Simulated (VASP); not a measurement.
# SiC (Cm) in VASP: a series of runs, part 2 of 2

VASP 6.6.1.

### Step 3. Single point, r2SCAN (the part above a cut slid along it)

Input file POSCAR:

```
SiC
1.0
   -3.0751950066      0.0000000000      0.0000000000
   -1.5375975033     -2.6631969973      0.0000000000
   -2.3063962549     -1.3315984987     10.0963337124
Si C
4 4
Direct
   -0.1196923873     -0.1196923873      0.9060514413
    0.1303076127      0.1303076127      0.4060514413
    0.5886409460      0.5886409460      0.1560514413
    0.3386409460      0.3386409460      0.6560514413
    0.2863590540      0.2863590540      0.0939485587
    0.0363590540      0.0363590540      0.5939485587
    0.4946923873      0.4946923873      0.3439485587
    0.2446923873      0.2446923873      0.8439485587
```

Input file INCAR.step1:

```
PREC = Accurate
ENCUT = 520
ISMEAR = 0
SIGMA = 0.05
LREAL = False
LASPH = True
NELM = 100
NBANDS = 26
GGA = PE
ALGO = Normal
EDIFF = 1E-4
LWAVE = True
LCHARG = False
```

Input file INCAR.step2:

```
PREC = Accurate
ENCUT = 520
EDIFF = 1E-7
ISMEAR = 0
SIGMA = 0.05
LREAL = False
LASPH = True
NELM = 100
ALGO = Normal
ISIF = 2
LWAVE = False
LCHARG = True
METAGGA = R2SCAN
LMIXTAU = True
LELF = True
LVHAR = True
NBANDS = 26
ISTART = 1
```

Input file KPOINTS:

```
regular mesh
0
Gamma
  8 8 3
```

Potentials or basis: VASP PAW PBE potentials, release 64 (Si, C).

Launch:

```
> cat potpaw_PBE.64/Si/POTCAR potpaw_PBE.64/C/POTCAR > POTCAR
> cp INCAR.step1 INCAR
> mpirun -np 1 vasp_std > vasp.out
> cp INCAR.step2 INCAR
> mpirun -np 1 vasp_std > vasp.out
```

OUTCAR:

```text
PREC = Accurate
   ENCUT = 520
   EDIFF = 1E-7
   ISMEAR = 0
   LREAL = False
   LASPH = True
   NELM = 100
   ISIF = 2
   METAGGA = R2SCAN
   ISTART = 1

 ion  position               nearest neighbor table
   1  0.880  0.880  0.906-   8 1.88   8 1.88   8 1.88   5 2.44   5 2.44   3 2.68   4 3.09   4 3.09
                             4 3.09
   2  0.130  0.130  0.406-   7 1.88   7 1.88   7 1.88   6 1.90   4 3.09   3 3.09   3 3.09   4 3.09
                             3 3.09   4 3.09
   3  0.589  0.589  0.156-   5 1.88   5 1.88   5 1.88   7 1.90   1 2.68   2 3.09   2 3.09   2 3.09

   4  0.339  0.339  0.656-   6 1.88   6 1.88   6 1.88   8 1.90   2 3.09   1 3.09   1 3.09   2 3.09
                             1 3.09   2 3.09
   5  0.286  0.286  0.094-   3 1.88   3 1.88   3 1.88   1 2.44   1 2.44
   6  0.036  0.036  0.594-   4 1.88   4 1.88   4 1.88   2 1.90
   7  0.495  0.495  0.344-   2 1.88   2 1.88   2 1.88   3 1.90
   8  0.245  0.245  0.844-   1 1.88   1 1.88   1 1.88   4 1.90

  LATTYP: Found a face centered orthorhombic cell.
 ALAT       =     3.0751950066
 B/A-ratio  =     1.7320508076
 C/A-ratio  =     6.5663046999

  Lattice vectors:

 A1 = (  -2.3063962549,  -1.3315984987,  10.0963337124)
 A2 = (  -0.7687987516,   1.3315984986,  10.0963337124)
 A3 = (  -3.0751950066,   0.0000000000,   0.0000000000)

Analysis of symmetry for initial positions (statically):
=====================================================================
 Subroutine PRICEL returns:
 Original cell was already a primitive cell.

 Routine SETGRP: Setting up the symmetry group for a
 face centered orthorhombic supercell.

 Subroutine GETGRP returns: Found  2 space group operations
 (whereof  2 operations were pure point group operations)
 out of a pool of  8 trial point group operations.

The static configuration has the point symmetry C_1h.

Analysis of symmetry for dynamics (positions and initial velocities):
=====================================================================
[... 169 lines left out ...]
   METAGGA = R2SCAN    functional components
   LHFCALC =     F    Hartree Fock is set to
   AEXX    =    0.0000 exact exchange contribution
   IVDW    =     0    specifies the selected vdW correction
   LEPSILON=     F    determine dielectric tensor
   LRPA    =     F    only Hartree local field effects (RPA)
 non-spin polarized calculation
 Gauss-broadening in eV      SIGMA  =   0.05
  energy-cutoff  :      520.00
  volume of cell :       82.69
 maximum number of plane-waves:      2246
   NGX = 11   NGY = 11   NGZ = 39

 number of electron      32.0000002 magnetization

 Free energy of the ion-electron system (eV)
  ---------------------------------------------------
  ext. energy  EPLUGINS =         0.00000000
  ---------------------------------------------------
  free energy    TOTEN  =       -75.04840456 eV

  energy without entropy =      -75.04840456  energy(sigma->0) =      -75.04840456

 E-fermi :   8.8299     XC(G=0): -11.9859

 val. band max:        8.6129072481   @ k =   0.1250  -0.0000  -0.0000
 cond. band min:       9.4778797289   @ k =   0.5000  -0.0000   0.3333
 fundamental gap:      0.8649724808
 Fermi energy:         8.8298806094

 k-point     1 :       0.0000    0.0000    0.0000
  band No.  band energies     occupation
      1      -8.1775      2.00000
      2      -6.9690      2.00000
      3      -6.8904      2.00000
      4      -4.5393      2.00000
      5      -0.7088      2.00000
      6       3.4969      2.00000
[... 685 lines left out ...]
     25      17.3084      0.00000
     26      17.8328      0.00000

 [... further k-points ...]

------------------------ aborting loop because EDIFF is reached ----------------------------------------

  FORCE on cell =-STRESS in cart. coord.  units (eV):
  Direction    XX          YY          ZZ          XY          YZ          ZX
  --------------------------------------------------------------------------------------
  -------------------------------------------------------------------------------------
  Total       -0.9938594     -4.0749891      2.3392292      2.6683366     -1.5984169     -2.7685394
  in kB      -19.2573215    -78.9582259     45.3256156     51.7024998    -30.9714110    -53.6440596
  external PRESSURE =     -17.6299773 kB  Pullay stress =       0.0000000 kB

 VOLUME and BASIS-vectors are now :
 -----------------------------------------------------------------------------
  energy-cutoff  :      520.00
  volume of cell :       82.69
      direct lattice vectors                 reciprocal lattice vectors
    -3.075195007  0.000000000  0.000000000    -0.325182630  0.187744279 -0.049522927
    -1.537597503 -2.663196997  0.000000000     0.000000000 -0.375488558 -0.049522927
    -2.306396255 -1.331598499 10.096333712     0.000000000  0.000000000  0.099045855

 POSITION                                       TOTAL-FORCE (eV/Angst)
 -----------------------------------------------------------------------------------
     -6.15039     -3.55093      9.14780        -0.272124     -0.157111      0.340498
     -1.53760     -0.88773      4.09963         0.030885      0.017832     -0.198453
     -3.07520     -1.77546      1.57555         0.424706      0.245204      0.149120
     -3.07520     -1.77546      6.62371         0.251775      0.145362     -0.301409
     -1.53760     -0.88773      0.94854        -0.996443     -0.575297      0.234722
     -1.53760     -0.88773      5.99670         0.037028      0.021378      0.116477
     -3.07520     -1.77546      3.47262        -0.118021     -0.068140      0.279859
     -3.07520     -1.77546      8.52079         0.642195      0.370772     -0.620815
 -----------------------------------------------------------------------------------
    total drift:                                0.000053      0.000030      0.000999

  FREE ENERGIE OF THE ION-ELECTRON SYSTEM (eV)
  ---------------------------------------------------
  free  energy   TOTEN  =       -75.0484045624 eV

  energy  without entropy=      -75.0484045624  energy(sigma->0) =      -75.04840456
```

Wall time 5.5 min (1 thread of AMD EPYC 7R13, shared host); peak memory 0.26 GiB.

What came out:

- Free energy: -75.0484 eV
- Pressure: -1.8 GPa
- Largest force: 1.174 eV/Å
- Band gap on the k mesh: 0.86 eV (least direct gap 1.48 eV)

Forces on the atoms (eV/Å):
```
Si  -0.272 -0.157  0.340
Si   0.031  0.018 -0.198
Si   0.425  0.245  0.149
Si   0.252  0.145 -0.301
C   -0.996 -0.575  0.235
C    0.037  0.021  0.116
C   -0.118 -0.068  0.280
C    0.642  0.371 -0.621
```

Caveat: the cell differs from its parent crystal (the part above a cut slid along it); the stress differs along the axes, from -8 to 5 GPa; the PAW data sets were made with another functional, which shifts forces and pressure a little. A k mesh can miss the band edges.

### Step 4. Single point, r2SCAN (the part above a cut slid along it)

Input file POSCAR:

```
SiC
1.0
   -3.0751950066      0.0000000000      0.0000000000
   -1.5375975033     -2.6631969973      0.0000000000
   -3.8438399985     -2.2192420579     10.0963337124
Si C
4 4
Direct
   -0.4216793327     -0.4216793327      0.9060514413
   -0.0050293327     -0.0050293327      0.4060514413
    0.5366290006      0.5366290006      0.1560514413
    0.1199790006      0.1199790006      0.6560514413
    0.2550459994      0.2550459994      0.0939485587
   -0.1616040006     -0.1616040006      0.5939485587
    0.3800543327      0.3800543327      0.3439485587
   -0.0365956673     -0.0365956673      0.8439485587
```

Input file INCAR.step1:

```
SYSTEM = SiC
ALGO = Normal
EDIFF = 1E-4
ENCUT = 520
GGA = PE
ISMEAR = 0
LASPH = .TRUE.
LCHARG = .FALSE.
LREAL = .FALSE.
LWAVE = .TRUE.
NBANDS = 26
NELM = 60
PREC = Accurate
SIGMA = 0.05
```

Input file INCAR.step2:

```
SYSTEM = SiC
ALGO = Normal
EDIFF = 1E-6
ENCUT = 520
ISIF = 2
ISMEAR = 0
ISTART = 1
LASPH = .TRUE.
LCHARG = .FALSE.
LMIXTAU = .TRUE.
LREAL = .FALSE.
LWAVE = .FALSE.
METAGGA = R2SCAN
NBANDS = 26
NELM = 60
PREC = Accurate
SIGMA = 0.05
```

Input file KPOINTS:

```
k-points
0
G
  8 8 3
  0 0 0
```

Launch:

```
> cat potpaw_PBE.64/Si/POTCAR potpaw_PBE.64/C/POTCAR > POTCAR
> cp INCAR.step1 INCAR
> mpirun -np 1 vasp_std > vasp.out
> cp INCAR.step2 INCAR
> mpirun -np 1 vasp_std > vasp.out
```

It took 5.3 min on 1 thread of AMD EPYC 7R13, shared host; peak memory 0.27 GiB.

The run converged. Its results:

* Free energy: -76.1635 eV
* Pressure: -1.3 GPa
* Largest force: 2.227 eV/Å
* Band gap on the k mesh: 1.52 eV (least direct gap 2.99 eV)

Forces in eV/Å, atoms in the order of the input:
```
Si   1.917  1.107  0.244
Si  -0.026 -0.015 -0.118
Si  -0.327 -0.189  0.273
Si   0.042  0.024 -0.143
C   -1.331 -0.768 -0.408
C   -0.009 -0.005  0.079
C   -0.105 -0.061  0.172
C   -0.161 -0.093 -0.099
```

Stress tensor (GPa, compression positive):
```
-4.61 -3.67 -7.56
-3.67 -0.37 -4.36
-7.56 -4.36  1.03
```

Levels at points of the mesh, in eV from the valence-band top:
```tsv
k point	band 13	band 14	band 15	band 16	band 17	band 18	band 19	band 20
(0.00, 0.00, 0.00)	-0.82	-0.50	-0.16	0.00	4.76	5.39	6.19	6.42
(0.50, 0.00, 0.00)	-2.98	-2.58	-1.91	-1.83	2.47	3.26	3.49	4.20
(0.50, 0.50, 0.00)	-2.86	-2.79	-1.76	-1.53	1.85	3.13	3.66	4.20
```

Caveat: the cell differs from its parent crystal (the part above a cut slid along it); the stress differs along the axes, from -5 to 1 GPa; the PAW data sets were made with another functional, which shifts forces and pressure a little. A k mesh can miss the band edges.

### Step 5. Overview

```csv
cell,gap on the mesh (eV),pressure (GPa),largest force (eV/Å)
"a = 3.075, b = 3.075, c = 10.135 Å, angles 85.6, 85.6, 60.0°, 8 atoms",2.18,-0.9,2.57
"a = 3.075, b = 3.075, c = 10.442 Å, angles 77.2, 77.2, 60.0°, 8 atoms",0.86,-1.8,1.17
"a = 3.075, b = 3.075, c = 11.029 Å, angles 69.6, 69.6, 60.0°, 8 atoms",1.52,-1.3,2.23
```

Alike in all rows: task single point; level r2SCAN; potentials or basis VASP PAW PBE potentials, release 64 (Si, C); no spin polarisation; k mesh 8 × 8 × 3; cutoff (eV) 520; smearing gaussian 0.05 eV.

Caveats: the PAW data sets were made with another functional, which shifts forces and pressure a little; the stress differs along the axes, from -3 to 3 GPa (at least some runs); the stress differs along the axes, from -8 to 5 GPa (at least some runs); the stress differs along the axes, from -5 to 1 GPa (at least some runs).

Total energies depend on the potentials used, so only differences within one code and one set of settings carry meaning.
